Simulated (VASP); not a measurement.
# HfMnN2 (Cmmm) in VASP: further runs

The runs below take HfMnN2 through single point, with PBE.

Program: VASP 6.6.1. These are calculated values, not measurements. Logs are shortened: lines on timing, memory, paths and dates and some standing lists are left out, and cuts for length are marked.

### 1 The cell of the first run

The structure is orthorhombic, space group Cmmm (No. 65). Conventional cell: a = 5.478 Å, b = 5.486 Å, c = 4.042 Å, α = 90.00°, β = 90.00°, γ = 90.00°. Hf (site symmetry mmm) has 2 N at 1.42 Å within 1.9 Å. Mn (site symmetry mmm) has 2 N at 1.32 Å within 1.8 Å. N (site symmetry 2mm) has 1 Mn at 1.32 Å and 1 Hf at 1.42 Å within 1.8 Å.

The cell was generated, and may not be a known phase.

### 2 Single point, PBE, collinear spin, ferromagnetic start

The input, INCAR:

```
  ALGO = Normal
  EDIFF = 1E-7
  ENCUT = 520
  GGA = PE
  ISIF = 2
  ISMEAR = 0
  ISPIN = 2
  LASPH = T
  LCHARG = F
  LMAXMIX = 4
  LORBIT = 11
  LREAL = F
  LWAVE = F
  MAGMOM = 0 4 0 0
  NBANDS = 28
  NELM = 150
  PREC = Accurate
  SIGMA = 0.1
```

The input, KPOINTS:

```
k-points
0
Gamma
  4 4 4
```

The input, POSCAR:

```
HfMnN2
1.0
    2.7389540600     -2.7430185800      0.0000000000
    2.7389540600      2.7430185800      0.0000000000
    0.0000000000      0.0000000000      4.0420212100
Hf Mn N
1 1 2
Direct
    0.5000000000      0.5000000000      0.0000000000
    0.0000000000      0.0000000000      0.0000000000
    0.2405378500      0.2405378500      0.0000000000
    0.7594621500      0.7594621500      0.0000000000
```

Potentials or basis: VASP PAW PBE potentials, release 64 (Hf_pv, Mn_pv, N).

The run is started by

```bash
cat potpaw_PBE.64/Hf_pv/POTCAR potpaw_PBE.64/Mn_pv/POTCAR potpaw_PBE.64/N/POTCAR > POTCAR
mpirun -np 1 vasp_std > vasp.out
```

OUTCAR:

```text
EDIFF = 1E-7
   ENCUT = 520
   GGA = PE
   ISIF = 2
   ISMEAR = 0
   ISPIN = 2
   LASPH = T
   LORBIT = 11
   LREAL = F
   NELM = 150
   PREC = Accurate

 ion  position               nearest neighbor table
   1  0.500  0.500  0.000-   3 1.42   4 1.42   2 2.74   2 2.74   2 2.74   2 2.74
   2  0.000  0.000  0.000-   3 1.32   4 1.32   1 2.74   1 2.74   1 2.74   1 2.74
   3  0.241  0.241  0.000-   2 1.32   1 1.42
   4  0.759  0.759  0.000-   2 1.32   1 1.42

  LATTYP: Found a base centered orthorhombic cell.
 ALAT       =     5.4779081200
 B/A-ratio  =     1.0014839679
 C/A-ratio  =     0.7378767810

  Lattice vectors:

 A1 = (   2.7389540600,  -2.7430185800,   0.0000000000)
 A2 = (   2.7389540600,   2.7430185800,   0.0000000000)
 A3 = (   0.0000000000,   0.0000000000,   4.0420212100)

Analysis of symmetry for initial positions (statically):
=====================================================================
 Subroutine PRICEL returns:
 Original cell was already a primitive cell.

 Routine SETGRP: Setting up the symmetry group for a
 base centered orthorhombic supercell.

 Subroutine GETGRP returns: Found  8 space group operations
 (whereof  8 operations were pure point group operations)
 out of a pool of  8 trial point group operations.

The static configuration has the point symmetry D_2h.

Analysis of symmetry for dynamics (positions and initial velocities):
=====================================================================
 Subroutine PRICEL returns:
 Original cell was already a primitive cell.

 Routine SETGRP: Setting up the symmetry group for a
 base centered orthorhombic supercell.

 Subroutine GETGRP returns: Found  8 space group operations
 (whereof  8 operations were pure point group operations)
 out of a pool of  8 trial point group operations.

The dynamic configuration has the point symmetry D_2h.

Analysis of structural, dynamic, and magnetic symmetry:
=====================================================================
 Subroutine PRICEL returns:
 Original cell was already a primitive cell.

 Routine SETGRP: Setting up the symmetry group for a
 base centered orthorhombic supercell.

 Subroutine GETGRP returns: Found  8 space group operations
 (whereof  8 operations were pure point group operations)
 out of a pool of  8 trial point group operations.

The overall configuration has the point symmetry D_2h.

 Subroutine INISYM returns: Found  8 space group operations
 (whereof  8 operations are pure point group operations),
[... 124 lines left out ...]
   IVDW    =     0    specifies the selected vdW correction
   LEPSILON=     F    determine dielectric tensor
   LRPA    =     F    only Hartree local field effects (RPA)
 spin polarized calculation
 Gauss-broadening in eV      SIGMA  =   0.10
  energy-cutoff  :      520.00
  volume of cell :       60.74
 maximum number of plane-waves:      1652
 NGX is ok and might be reduce to    30
   NGX = 15   NGY = 15   NGZ = 15

 number of electron      33.0000002 magnetization       0.0746600

 number of electron      33.0000002 magnetization      -0.2308223

 Free energy of the ion-electron system (eV)
  ---------------------------------------------------
  ext. energy  EPLUGINS =         0.00000000
  ---------------------------------------------------
  free energy    TOTEN  =        -5.44603094 eV

  energy without entropy =       -5.43640162  energy(sigma->0) =       -5.44121628

 E-fermi :   4.3923     XC(G=0):  -9.9309

 val. band max:        4.3905880212   @ k =   0.2500   0.0000   0.5000
 cond. band min:       4.4151102962   @ k =   0.0000   0.0000   0.0000
 fundamental gap:      0.0245222750
 Fermi energy:         4.3923021056

 spin component 1

 k-point     1 :       0.0000    0.0000    0.0000
  band No.  band energies     occupation
      1     -46.9204      1.00000
      2     -43.0319      1.00000
      3     -42.8318      1.00000
      4     -32.4879      1.00000
      5     -26.6672      1.00000
      6     -26.6510      1.00000
[... 640 lines left out ...]
     27      13.6175      0.00000
     28      13.7117      0.00000
 Fermi energy:         4.3923021056

 spin component 2

 k-point     1 :       0.0000    0.0000    0.0000
  band No.  band energies     occupation
      1     -47.0973      1.00000
      2     -43.3909      1.00000
      3     -43.2712      1.00000
      4     -32.4830      1.00000
      5     -26.6231      1.00000
      6     -26.6181      1.00000
[... 640 lines left out ...]
     27      13.6864      0.00000
     28      13.7362      0.00000

------------------------ aborting loop because EDIFF is reached ----------------------------------------

  FORCE on cell =-STRESS in cart. coord.  units (eV):
  Direction    XX          YY          ZZ          XY          YZ          ZX
  --------------------------------------------------------------------------------------
  -------------------------------------------------------------------------------------
  Total      202.3333713      1.5353578     -1.3692071      0.0000000      0.0000000      0.0000000
  in kB     5337.4770327     40.5021528    -36.1191600      0.0000000      0.0000000      0.0000000
  external PRESSURE =    1780.6200085 kB  Pullay stress =       0.0000000 kB

 VOLUME and BASIS-vectors are now :
 -----------------------------------------------------------------------------
  energy-cutoff  :      520.00
  volume of cell :       60.74
      direct lattice vectors                 reciprocal lattice vectors
     2.738954060 -2.743018580  0.000000000     0.182551437 -0.182280938  0.000000000
     2.738954060  2.743018580  0.000000000     0.182551437  0.182280938  0.000000000
     0.000000000  0.000000000  4.042021210     0.000000000  0.000000000  0.247400978

 POSITION                                       TOTAL-FORCE (eV/Angst)
 -----------------------------------------------------------------------------------
      2.73895      0.00000      0.00000         0.000000     -0.000000      0.000000
      0.00000      0.00000      0.00000         0.000000      0.000000      0.000000
      1.31764      0.00000      0.00000         0.826931      0.000000     -0.000000
      4.16026      0.00000      0.00000        -0.826931      0.000000      0.000000
 -----------------------------------------------------------------------------------
    total drift:                                0.000000     -0.000000      0.000000

  FREE ENERGIE OF THE ION-ELECTRON SYSTEM (eV)
  ---------------------------------------------------
  free  energy   TOTEN  =        -5.4460309381 eV

  energy  without entropy=       -5.4364016217  energy(sigma->0) =       -5.44121628

 total charge

# of ion       s       p       d       tot
------------------------------------------
    1        0.530   7.014   3.625  11.169
    2        0.647   7.118   6.401  14.166
    3        1.424   2.847   0.000   4.272
    4        1.424   2.847   0.000   4.272
--------------------------------------------------
tot          4.026  19.827  10.026  33.878

 magnetization (x)

# of ion       s       p       d       tot
------------------------------------------
    1        0.011   0.005   0.040   0.056
    2       -0.013  -0.004  -0.315  -0.332
    3        0.001   0.005   0.000   0.006
    4        0.001   0.005   0.000   0.006
--------------------------------------------------
tot          0.001   0.010  -0.274  -0.264
```

Run time: 61 s. Hardware: 1 thread of Oxide Virtual Turin-like, shared host; peak memory 0.19 GiB.

What came out:

```
Free energy   : -5.4460 eV
Pressure      : 178.1 GPa
Largest force : 0.827 eV/Å
Net moment    : -0.23 μB per cell
Site moments  : Hf +0.06; Mn -0.33; N +0.01 μB
```

Forces in eV/Å, atoms in the order of the input:
```
Hf   0.000  0.000  0.000
Mn   0.000  0.000  0.000
N    0.827  0.000  0.000
N   -0.827  0.000  0.000
```

Levels at points of the mesh, in eV from the Fermi level:
Spin up:
| k point | band 15 | band 16 | band 17 | band 18 | band 19 | band 20 |
| --- | --- | --- | --- | --- | --- | --- |
| (0.00, 0.00, 0.00) | -1.69 | -0.33 | -0.25 | 0.21 | 1.14 | 2.95 |
| (0.50, 0.00, 0.00) | -0.57 | -0.25 | -0.23 | 0.81 | 1.71 | 3.00 |
| (0.50, 0.50, 0.00) | -1.15 | -0.99 | -0.90 | -0.12 | -0.11 | 2.75 |
| (0.00, 0.00, 0.50) | -0.66 | -0.38 | 0.20 | 0.23 | 1.53 | 2.37 |
| (0.50, 0.00, 0.50) | -0.74 | 0.11 | 0.17 | 0.83 | 2.12 | 3.28 |
| (0.50, 0.50, 0.50) | -1.72 | -0.89 | -0.26 | 0.69 | 2.09 | 3.00 |
Spin down:
| k point | band 15 | band 16 | band 17 | band 18 | band 19 | band 20 |
| --- | --- | --- | --- | --- | --- | --- |
| (0.00, 0.00, 0.00) | -1.90 | -0.47 | -0.36 | 0.02 | 0.92 | 3.00 |
| (0.50, 0.00, 0.00) | -0.80 | -0.43 | -0.40 | 0.88 | 1.77 | 2.94 |
| (0.50, 0.50, 0.00) | -1.24 | -1.16 | -1.03 | -0.30 | -0.22 | 2.73 |
| (0.00, 0.00, 0.50) | -0.77 | -0.48 | -0.34 | 0.04 | 1.64 | 2.40 |
| (0.50, 0.00, 0.50) | -0.85 | -0.44 | 0.17 | 0.87 | 2.14 | 3.33 |
| (0.50, 0.50, 0.50) | -1.85 | -1.02 | -0.37 | 0.17 | 2.03 | 3.08 |

Caveat: the k points lie up to 0.41 Å⁻¹ apart; atoms lie so close that the PAW spheres overlap strongly, which falsifies energies and pressures; spin-orbit coupling is left out, which moves the levels of the heavy elements. With open d or f shells a metallic result of PBE can be an artefact of self-interaction; +U or a hybrid may open a gap.

### 3 Single point, PBE, collinear spin, ferromagnetic start

This run uses another cell than the first one, of 15.76 Å³/atom.

The input, INCAR:

```
SYSTEM = HfMnN2
PREC     = Accurate       ! precision mode
ENCUT    = 520            ! plane-wave cutoff, eV
EDIFF    = 1E-6           ! SCF threshold, eV
ISMEAR   = 0              ! smearing method
SIGMA    = 0.1            ! smearing width, eV
LREAL    = .False.        ! projectors in reciprocal space
LASPH    = .True.         ! aspherical terms in the spheres
NELM     = 150            ! most SCF steps
ALGO     = Fast           ! electronic algorithm
ISIF     = 2              ! what is computed and relaxed
LWAVE    = .False.        ! write WAVECAR
LCHARG   = .False.        ! write CHGCAR
ISPIN    = 2              ! spin polarisation
MAGMOM   = 0 4 0 0        ! initial moments
LORBIT   = 11             ! projections on sites
LMAXMIX  = 4              ! l up to which the mixer works
GGA      = PE             ! functional
NBANDS   = 28             ! bands
```

The input, KPOINTS:

```
Automatic mesh
0
Gamma
  4 4 4
  0 0 0
```

The input, POSCAR:

```
HfMnN2
1.0
    3.8049063883     -2.6975666631      0.0000000000
    3.8049063883      2.6975666631      0.0000000000
    0.0000000000      0.0000000000      3.0704585525
Hf Mn N
1 1 2
Direct
    0.5000000000      0.5000000000      0.0000000000
    0.0000000000      0.0000000000      0.0000000000
    0.2219710159      0.2219710159      0.0000000000
    0.7780289841      0.7780289841      0.0000000000
```

Potentials or basis: VASP PAW PBE potentials, release 64 (Hf_pv, Mn_pv, N).

The run is started by

```bash
cat potpaw_PBE.64/Hf_pv/POTCAR potpaw_PBE.64/Mn_pv/POTCAR potpaw_PBE.64/N/POTCAR > POTCAR
mpirun -np 1 vasp_std > vasp.out
```

Run time: 2.2 min. Hardware: 1 thread of Oxide Virtual Turin-like, shared host; peak memory 0.2 GiB.

Results (log left out):

| Item | Value |
| --- | --- |
| Free energy | -33.0912 eV |
| Pressure | -0.5 GPa |
| Largest force | 0.095 eV/Å |
| Net moment | 0.83 μB per cell |
| Site moments | Hf -0.12; Mn +1.26; N -0.12 μB |
| Valence electrons inside the program's atomic spheres | Hf 8.31; Mn 12.15; N 3.63 |

Forces on the atoms (eV/Å):
```
Hf   0.000  0.000  0.000
Mn   0.000  0.000  0.000
N    0.095  0.000  0.000
N   -0.095  0.000  0.000
```

Stress tensor (GPa, compression positive):
```
-0.26  0.00  0.00
 0.00 -0.83  0.00
 0.00  0.00 -0.32
```

Levels at points of the mesh, in eV from the Fermi level:
Spin up:
```tsv
k point	band 15	band 16	band 17	band 18	band 19	band 20
(0.00, 0.00, 0.00)	-0.98	-0.83	0.00	0.44	0.82	1.83
(0.50, 0.00, 0.00)	-1.37	-1.17	-0.70	-0.24	1.10	1.82
(0.50, 0.50, 0.00)	-0.96	-0.85	-0.67	0.59	1.32	1.61
(0.00, 0.00, 0.50)	-0.87	-0.24	0.92	0.98	1.04	1.70
(0.50, 0.00, 0.50)	-1.58	-0.92	0.01	1.00	1.61	1.86
(0.50, 0.50, 0.50)	-1.80	-0.35	-0.12	0.92	1.54	1.70
```
Spin down:
```tsv
k point	band 13	band 14	band 15	band 16	band 17	band 18	band 19	band 20
(0.00, 0.00, 0.00)	-1.43	-1.28	-0.32	-0.29	0.25	0.62	1.61	2.14
(0.50, 0.00, 0.00)	-1.90	-1.61	-1.30	-0.50	-0.02	0.87	1.04	2.34
(0.50, 0.50, 0.00)	-1.99	-1.20	-0.75	-0.38	0.28	0.59	1.24	2.08
(0.00, 0.00, 0.50)	-1.65	-1.36	-0.96	0.12	0.68	1.79	2.18	2.22
(0.50, 0.00, 0.50)	-2.50	-1.95	-0.36	-0.18	0.19	1.65	1.80	2.32
(0.50, 0.50, 0.50)	-1.81	-1.64	-1.61	-0.45	0.51	1.66	2.16	2.17
```

Caveat: the k points lie up to 0.51 Å⁻¹ apart; spin-orbit coupling is left out, which moves the levels of the heavy elements; a cell with one magnetic atom can't hold antiferromagnetic order, which such compounds often take. With open d or f shells a metallic result of PBE can be an artefact of self-interaction; +U or a hybrid may open a gap.
